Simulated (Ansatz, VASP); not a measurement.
TaSi2: VASP beside Ansatz

The input INCAR:

```
PREC = Accurate
ENCUT = 600
EDIFF = 1E-7
ISMEAR = 0
SIGMA = 0.1
LREAL = F
LASPH = T
NELM = 60
ALGO = Normal
ISIF = 3
LWAVE = F
LCHARG = F
GGA = PS
IBRION = 2
NSW = 100
EDIFFG = -0.005
```

The input KPOINTS:

```
regular mesh
0
Gamma
  10 10 7
```

File POSCAR:

```
TaSi2
1.0
    4.7840000000      0.0000000000      0.0000000000
   -2.3920000000      4.1430655317      0.0000000000
    0.0000000000      0.0000000000      6.5700000000
Ta Si
3 6
Direct
    0.5000000000      0.0000000000      0.5000000000
    0.5000000000      0.5000000000      0.8333333333
    0.0000000000      0.5000000000      0.1666666667
    0.1599000000      0.3198000000      0.5000000000
    0.8401000000      0.1599000000      0.8333333333
    0.6802000000      0.8401000000      0.1666666667
    0.8401000000      0.6802000000      0.5000000000
    0.1599000000      0.8401000000      0.8333333333
    0.3198000000      0.1599000000      0.1666666667
```

Input for Ansatz:

```yaml
crystal:
  lattice:
    - [4.784, 0.0, 0.0]
    - [-2.392, 4.1430655317, 0.0]
    - [0.0, 0.0, 6.57]
  atoms:
    - { symbol: Ta, position: [0.5, 0.0, 0.5] }
    - { symbol: Ta, position: [0.5, 0.5, 0.8333333333] }
    - { symbol: Ta, position: [0.0, 0.5, 0.1666666667] }
    - { symbol: Si, position: [0.1599, 0.3198, 0.5] }
    - { symbol: Si, position: [0.8401, 0.1599, 0.8333333333] }
    - { symbol: Si, position: [0.6802, 0.8401, 0.1666666667] }
    - { symbol: Si, position: [0.8401, 0.6802, 0.5] }
    - { symbol: Si, position: [0.1599, 0.8401, 0.8333333333] }
    - { symbol: Si, position: [0.3198, 0.1599, 0.1666666667] }
scf:
  occupations: { method: gaussian, width: 0.1 }
output:
  forces: true
  stress: true
  eigenvalues: true
hamiltonian:
  xc: pbesol
kpoints:
  mp_grid: { grid: [10, 10, 7] }
relax:
  f_tol: 0.005
  max_steps: 80
  cell: { stress_tol: 0.03 }
```

Alike in both runs: task relaxation of cell and atoms; functional PBEsol; k mesh 10 × 10 × 7; occupations gaussian, width 0.1 eV; no spin polarisation.

|  | VASP | Ansatz |
| --- | --- | --- |
| version | VASP 6.6.1 | Ansatz 0.2.0 |
| potentials or method | VASP PAW PBE potentials, release 64 (Ta_pv, Si) | scalar-relativistic, plane waves, PAW |
| plane-wave cutoff (eV) | 600 | 420 |
| valence electrons in the cell | 57 | 63 |

|  | VASP | Ansatz | Ansatz less VASP |
| --- | --- | --- | --- |
| gap on the k mesh at the Fermi level, each at its own relaxed structure (eV) | none | none | - |
| relaxed volume (Å³/atom) | 14.32 | 14.30 | -0.026 |
| relaxed cell length with the largest relative difference (Å) | 6.562 | 6.558 | -0.0043 |

VASP's potentials were made for PBE, not for PBEsol. A gap of «none» marks a metal or a gap that the smearing closes. VASP's potentials hold 57 valence electrons a cell and Ansatz's 63, so a difference there can come from the potentials and not from the codes.

Spin-orbit coupling is off throughout.
